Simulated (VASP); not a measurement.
Write the native input for VASP 6.6.1 that does the following.

```
Task                   : single point
Functional             : PBE
Potentials or basis    : VASP PAW PBE potentials, release 64 (Sn_d, H)
Cutoff                 : 520 eV
k mesh                 : 14 × 14 × 14
Occupations            : gaussian, width 0.1 eV
Spin                   : no spin polarisation
Dipole correction      : no
Further INCAR settings : ALGO = Fast; EDIFF = 1e-06; NBANDS = 14
```

The structure of SnH lies in POSCAR:

```
SnH
1.0
   -1.7815390617      1.7815871114      2.4527858062
    1.7815390617     -1.7815871114      2.4527858062
    1.7815390617      1.7815871114     -2.4527858062
Sn H
1 1
Direct
    0.0000000000      0.0000000000      0.0000000000
    0.5000000000      0.5000000000      0.0000000000
```

The input as run:

INCAR

```
SYSTEM = SnH
ALGO     = Fast           ! electronic algorithm
EDIFF    = 1E-6           ! SCF threshold, eV
ENCUT    = 520            ! plane-wave cutoff, eV
GGA      = PE             ! functional
ISIF     = 2              ! what is computed and relaxed
ISMEAR   = 0              ! smearing method
LASPH    = .True.         ! aspherical terms in the spheres
LCHARG   = .False.        ! write CHGCAR
LREAL    = .False.        ! projectors in reciprocal space
LWAVE    = .False.        ! write WAVECAR
NBANDS   = 14             ! bands
NELM     = 80             ! most SCF steps
PREC     = Accurate       ! precision mode
SIGMA    = 0.1            ! smearing width, eV
```

KPOINTS

```
k-points
0
Gamma
  14 14 14
  0 0 0
```

Potentials or basis: VASP PAW PBE potentials, release 64 (Sn_d, H).

Command:

```bash
$ cat potpaw_PBE.64/Sn_d/POTCAR potpaw_PBE.64/H/POTCAR > POTCAR
$ mpirun -np 1 vasp_std > vasp.out
```

It gave:

```yaml
Pressure: 0.0 GPa
Band_gap_on_the_k_mesh: zero (an odd number of electrons rules out a gap without spin polarisation)
```

Caveat: spin-orbit coupling is left out, which moves the levels of the heavy elements.

Wall time 6.9 min on 1 thread of Intel Xeon 8259CL (shared host), peak memory 0.28 GiB.
